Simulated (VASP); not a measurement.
# Te2Mo (R-3m) in VASP: further runs

Te2Mo is run at these levels: PBE; tasks: single point, relaxation of cell and atoms.

Everything below comes from runs of VASP 6.6.1. Logs are shortened: lines on timing, memory, paths and dates and some standing lists are left out, and cuts for length are marked.

## (1) The cell of the first run

The structure is trigonal, space group R-3m (No. 166). The conventional cell has a = 6.750 Å, b = 6.750 Å, c = 14.017 Å, α = 90.00°, β = 90.00°, γ = 120.00°. Te (site symmetry 2/m) has 2 Mo at 2.17 Å within 2.9 Å. Te (site symmetry -3m) has 6 Te at 3.37 Å and 6 Mo at 4.01 Å within 4.4 Å. Mo (site symmetry 3m) has 3 Te at 2.17 Å and 1 Mo at 2.76 Å within 2.9 Å.

## (2) Single point, PBE

INCAR reads:

```
SYSTEM = Te2Mo
  ALGO = Normal
  EDIFF = 1E-7
  ENCUT = 520
  GGA = PE
  ISIF = 2
  ISMEAR = 0
  LASPH = .TRUE.
  LCHARG = .TRUE.
  LELF = .TRUE.
  LREAL = .FALSE.
  LVHAR = .TRUE.
  LWAVE = .FALSE.
  NBANDS = 35
  NELM = 80
  PREC = Accurate
  SIGMA = 0.1
```

KPOINTS reads:

```
k-points
0
G
  3 3 3
  0 0 0
```

POSCAR reads:

```
Te2Mo
1.0
    3.3748007500      1.9484421200      4.6724267300
   -3.3748007500      1.9484421200      4.6724267300
    0.0000000000     -3.8968842400      4.6724267300
Te Mo
4 2
Direct
    0.0000000000      0.0000000000      0.5000000000
    0.5000000000      0.0000000000      0.0000000000
    0.0000000000      0.5000000000      0.0000000000
    0.5000000000      0.5000000000      0.5000000000
    0.9014204800      0.9014204800      0.9014204800
    0.0985795200      0.0985795200      0.0985795200
```

Potentials or basis: VASP PAW PBE potentials, release 64 (Te, Mo_sv).

On the command line:

```
$ cat potpaw_PBE.64/Te/POTCAR potpaw_PBE.64/Mo_sv/POTCAR > POTCAR
$ mpirun -np 1 vasp_std > vasp.out
```

OUTCAR:

```text
SYSTEM = Te2Mo
   EDIFF = 1E-7
   ENCUT = 520
   GGA = PE
   ISIF = 2
   ISMEAR = 0
   LASPH = .TRUE.
   LREAL = .FALSE.
   NELM = 80
   PREC = Accurate

 ion  position               nearest neighbor table
   1  0.000  0.000  0.500-   5 2.17   6 2.17   2 3.37   3 3.37   3 3.37   2 3.37   4 3.37   4 3.37

   2  0.500  0.000  0.000-   5 2.17   6 2.17   1 3.37   4 3.37   4 3.37   1 3.37   3 3.37   3 3.37

   3  0.000  0.500  0.000-   5 2.17   6 2.17   1 3.37   4 3.37   1 3.37   4 3.37   2 3.37   2 3.37

   4  0.500  0.500  0.500-   2 3.37   3 3.37   2 3.37   3 3.37   1 3.37   1 3.37
   5  0.901  0.901  0.901-   1 2.17   2 2.17   3 2.17   6 2.76
   6  0.099  0.099  0.099-   1 2.17   2 2.17   3 2.17   5 2.76

  LATTYP: Found a trigonal (rhomboedric) cell.
 ALAT       =     6.0841826357
 COS(alpha) =     0.3846505950

  Lattice vectors:

 A1 = (   3.3748007500,   1.9484421200,   4.6724267300)
 A2 = (  -3.3748007500,   1.9484421200,   4.6724267300)
 A3 = (   0.0000000000,  -3.8968842400,   4.6724267300)

Analysis of symmetry for initial positions (statically):
=====================================================================
 Subroutine PRICEL returns:
 Original cell was already a primitive cell.

 Routine SETGRP: Setting up the symmetry group for a
 trigonal (rhombohedral) supercell.

 Subroutine GETGRP returns: Found 12 space group operations
 (whereof 12 operations were pure point group operations)
 out of a pool of 12 trial point group operations.

The static configuration has the point symmetry D_3d.

Analysis of symmetry for dynamics (positions and initial velocities):
=====================================================================
 Subroutine PRICEL returns:
 Original cell was already a primitive cell.

 Routine SETGRP: Setting up the symmetry group for a
 trigonal (rhombohedral) supercell.

 Subroutine GETGRP returns: Found 12 space group operations
 (whereof 12 operations were pure point group operations)
 out of a pool of 12 trial point group operations.

The dynamic configuration has the point symmetry D_3d.

 Subroutine INISYM returns: Found 12 space group operations
 (whereof 12 operations are pure point group operations),
 and found     1 'primitive' translations

----------------------------------------------------------------------------------------

                                     Primitive cell

  volume of cell :     184.3442

  direct lattice vectors                    reciprocal lattice vectors
     3.374800750  1.948442120  4.672426730     0.148156895  0.085538423  0.071340516
    -3.374800750  1.948442120  4.672426730    -0.148156895  0.085538423  0.071340516
     0.000000000 -3.896884240  4.672426730     0.000000000 -0.171076846  0.071340516

  length of vectors
     6.084182636  6.084182636  6.084182634     0.185355757  0.185355757  0.185355757

  position of ions in fractional coordinates (direct lattice)
     0.000000000  0.000000000  0.500000000
     0.500000000  0.000000000  0.000000000
     0.000000000  0.500000000  0.000000000
     0.500000000  0.500000000  0.500000000
     0.901420480  0.901420480  0.901420480
     0.098579520  0.098579520  0.098579520

  ion indices of the primitive-cell ions
   primitive index   ion index
                 1           1
                 2           2
                 3           3
                 4           4
                 5           5
                 6           6

----------------------------------------------------------------------------------------

 KPOINTS: k-points

Automatic generation of k-mesh.
 Grid dimensions read from file:
 generate k-points for:    3    3    3

 Generating k-lattice:

  Cartesian coordinates                     Fractional coordinates (reciprocal lattice)
     0.049385632  0.028512808  0.023780172     0.333333333  0.000000000  0.000000000
    -0.049385632  0.028512808  0.023780172     0.000000000  0.333333333  0.000000000
     0.000000000 -0.057025615  0.023780172     0.000000000  0.000000000  0.333333333

  Length of vectors
     0.061785252  0.061785252  0.061785252

  Shift w.r.t. Gamma in fractional coordinates (k-lattice)
     0.000000000  0.000000000  0.000000000

 Subroutine IBZKPT returns following result:
 ===========================================

 Found      6 irreducible k-points:

 Following reciprocal coordinates:
            Coordinates               Weight
  0.000000  0.000000  0.000000      1.000000
  0.333333  0.000000  0.000000      6.000000
  0.333333  0.333333  0.000000      6.000000
 -0.333333  0.333333  0.000000      6.000000
  0.333333  0.333333  0.333333      2.000000
 -0.333333  0.333333  0.333333      6.000000
   k-points           NKPTS =      6   k-points in BZ     NKDIM =      6   number of bands    NBANDS=     35
   number of dos      NEDOS =    301   number of ions     NIONS =      6
   total plane-waves  NPLWV = 110592
   dimension x,y,z NGX =    48 NGY =   48 NGZ =   48
   dimension x,y,z NGXF=    96 NGYF=   96 NGZF=   96
   ions per type =               4   2
   NGX,Y,Z   is equivalent  to a cutoff of  13.12, 13.12, 13.12 a.u.
   NGXF,Y,Z  is equivalent  to a cutoff of  26.23, 26.23, 26.23 a.u.
 SYSTEM =  Te2Mo
   PREC   = accura    normal or accurate (medium, high low for compatibility)
   ISTART =      0    job   : 0-new  1-cont  2-samecut
   ICHARG =      2    charge: 1-file 2-atom 10-const
   ISPIN  =      1    spin polarized calculation?
   LNONCOLLINEAR =      F non collinear calculations
   LSORBIT =      F    spin-orbit coupling
   LASPH  =      T    aspherical Exc in radial PAW
   ENCUT  =  520.0 eV  38.22 Ry    6.18 a.u.  11.31 11.31 11.31*2*pi/ulx,y,z
   NELM   =     80;   NELMIN=  2; NELMDL= -5     # of ELM steps
   EDIFF  = 0.1E-06   stopping-criterion for ELM
   LREAL  =      F    real-space projection
   EDIFFG = 0.1E-05   stopping-criterion for IOM
   NSW    =      0    number of steps for IOM
   IBRION =     -1    ionic relax: 0-MD 1-quasi-New 2-CG
   NFREE  =      0    steps in history (QN), initial steepest desc. (CG)
   ISIF   =      2    stress and relaxation
   ISYM   =      2    0-nonsym 1-usesym 2-fastsym
   POTIM  = 0.5000    time-step for ionic-motion
   TEBEG  =    0.0;   TEEND  =   0.0 temperature during run
   PSTRESS=    0.0 pullay stress
   NELECT =      52.0000    total number of electrons
   NUPDOWN=      -1.0000    fix difference up-down
   EMIN   =  10.00;   EMAX   =-10.00  energy-range for DOS
   EFERMI =   0.00;   METHOD = LEGACY
   ISMEAR =     0;   SIGMA  =   0.10  broadening in eV -4-tet -1-fermi 0-gaus
   EFERMI_NEDOS =   21; number of points for ismear=-14 and -15
   IALGO  =     38    algorithm
   IMIX   =      4    mixing-type and parameters
     AMIX     =   0.40;   BMIX     =  1.00
     AMIX_MAG =   1.60;   BMIX_MAG =  1.00
  volume/ion in A,a.u.               =      30.72       207.34
  Fermi-wavevector in a.u.,A,eV,Ry     =   1.073658  2.028920 15.684013  1.152742
  Thomas-Fermi vector in A             =   2.209464
   LORBIT       =      0    0 simple, 1 ext, 2 COOP (PROOUT), +10 PAW based schemes
   GGA     = PE    functional components
   LHFCALC =     F    Hartree Fock is set to
   AEXX    =    0.0000 exact exchange contribution
   IVDW    =     0    specifies the selected vdW correction
   LEPSILON=     F    determine dielectric tensor
   LRPA    =     F    only Hartree local field effects (RPA)
 non-spin polarized calculation
 Gauss-broadening in eV      SIGMA  =   0.10
  energy-cutoff  :      520.00
  volume of cell :      184.34
 maximum number of plane-waves:      4979
 NGX is ok and might be reduce to    48
   NGX = 23   NGY = 23   NGZ = 23

 number of electron      51.9999994 magnetization

 Free energy of the ion-electron system (eV)
  ---------------------------------------------------
  ext. energy  EPLUGINS =         0.00000000
  ---------------------------------------------------
  free energy    TOTEN  =       -20.71050259 eV

  energy without entropy =      -20.70208104  energy(sigma->0) =      -20.70629182

 E-fermi :   5.7753     XC(G=0):  -8.9897

 val. band max:        5.7038668831   @ k =  -0.3333   0.3333   0.3333
 cond. band min:       6.0200944548   @ k =  -0.3333   0.3333   0.3333
 fundamental gap:      0.3162275717
 Fermi energy:         5.7753106243

 k-point     1 :       0.0000    0.0000    0.0000
  band No.  band energies     occupation
      1     -54.5341      2.00000
      2     -54.5169      2.00000
      3     -29.1990      2.00000
      4     -29.1990      2.00000
      5     -29.0824      2.00000
      6     -29.0824      2.00000
[... 27 lines left out ...]
     34       9.5502      0.00000
     35       9.7100      0.00000

 k-point     2 :       0.3333    0.0000    0.0000
  band No.  band energies     occupation
      1     -54.5415      2.00000
      2     -54.5095      2.00000
      3     -29.1943      2.00000
      4     -29.1733      2.00000
      5     -29.1095      2.00000
      6     -29.0872      2.00000
[... 27 lines left out ...]
     34       9.6750      0.00000
     35       9.7064      0.00000

 k-point     3 :       0.3333    0.3333    0.0000
  band No.  band energies     occupation
      1     -54.5492      2.00000
      2     -54.5016      2.00000
      3     -29.1788      2.00000
      4     -29.1712      2.00000
      5     -29.1106      2.00000
      6     -29.1041      2.00000
[... 27 lines left out ...]
     34      10.4486      0.00000
     35      10.5774      0.00000

 k-point     4 :      -0.3333    0.3333    0.0000
  band No.  band energies     occupation
      1     -54.5479      2.00000
      2     -54.5030      2.00000
      3     -29.1800      2.00000
      4     -29.1533      2.00000
      5     -29.1299      2.00000
      6     -29.1022      2.00000
[... 27 lines left out ...]
     34       9.8403      0.00000
     35       9.9369      0.00000

 k-point     5 :       0.3333    0.3333    0.3333
  band No.  band energies     occupation
      1     -54.5571      2.00000
      2     -54.4937      2.00000
      3     -29.1732      2.00000
      4     -29.1732      2.00000
      5     -29.1086      2.00000
      6     -29.1086      2.00000
[... 27 lines left out ...]
     34      10.9365      0.00000
     35      11.5371      0.00000

 k-point     6 :      -0.3333    0.3333    0.3333
  band No.  band energies     occupation
      1     -54.5550      2.00000
      2     -54.4958      2.00000
      3     -29.1677      2.00000
      4     -29.1474      2.00000
      5     -29.1356      2.00000
      6     -29.1141      2.00000
[... 27 lines left out ...]
     34      10.5811      0.00000
     35      10.9032      0.00000

------------------------ aborting loop because EDIFF is reached ----------------------------------------

  FORCE on cell =-STRESS in cart. coord.  units (eV):
  Direction    XX          YY          ZZ          XY          YZ          ZX
  --------------------------------------------------------------------------------------
  -------------------------------------------------------------------------------------
  Total       55.7350509     55.7350508     22.9434413     -0.0000000      0.0000000      0.0000000
  in kB      484.4060831    484.4060824    199.4066990     -0.0000000      0.0000000      0.0000000
  external PRESSURE =     389.4062882 kB  Pullay stress =       0.0000000 kB

 VOLUME and BASIS-vectors are now :
 -----------------------------------------------------------------------------
  energy-cutoff  :      520.00
  volume of cell :      184.34
      direct lattice vectors                 reciprocal lattice vectors
     3.374800750  1.948442120  4.672426730     0.148156895  0.085538423  0.071340516
    -3.374800750  1.948442120  4.672426730    -0.148156895  0.085538423  0.071340516
     0.000000000 -3.896884240  4.672426730     0.000000000 -0.171076846  0.071340516

 POSITION                                       TOTAL-FORCE (eV/Angst)
 -----------------------------------------------------------------------------------
      0.00000     -1.94844      2.33621         0.000000     -0.000000      0.000000
      1.68740      0.97422      2.33621        -0.000000     -0.000000      0.000000
     -1.68740      0.97422      2.33621         0.000000     -0.000000      0.000000
      0.00000      0.00000      7.00864        -0.000000      0.000000     -0.000000
      0.00000      0.00000     12.63546        -0.000000     -0.000000     13.224686
      0.00000      0.00000      1.38182        -0.000000     -0.000000    -13.224686
 -----------------------------------------------------------------------------------
    total drift:                               -0.000000     -0.000000      0.000000

  FREE ENERGIE OF THE ION-ELECTRON SYSTEM (eV)
  ---------------------------------------------------
  free  energy   TOTEN  =       -20.7105025941 eV

  energy  without entropy=      -20.7020810443  energy(sigma->0) =      -20.70629182
```

Run time: 58 s. Hardware: 1 thread of Intel Xeon Platinum 8259CL at 2.50GHz (Skylake/Cascade Lake), shared host; peak memory 0.32 GiB.

Results:

```
Free energy            : -20.7105 eV
Pressure               : 38.9 GPa
Largest force          : 13.225 eV/Å
Band gap on the k mesh : zero (band 26 reaches 6.38 eV, above the bottom of band 27 at 5.64 eV)
```

Forces on the atoms (eV/Å):
```
Te    0.000   0.000   0.000
Te    0.000   0.000   0.000
Te    0.000   0.000   0.000
Te    0.000   0.000   0.000
Mo    0.000   0.000  13.225
Mo    0.000   0.000 -13.225
```

Stress tensor (GPa, compression positive):
```
48.44  0.00  0.00
 0.00 48.44  0.00
 0.00  0.00 19.94
```

Caveat: the k points lie up to 0.39 Å⁻¹ apart; spin-orbit coupling is left out, which moves the levels of the heavy elements; forces of over 1 eV/Å act on the atoms, so gaps and moduli don't describe the material at rest.

(Part 1 of 3 ends here.)
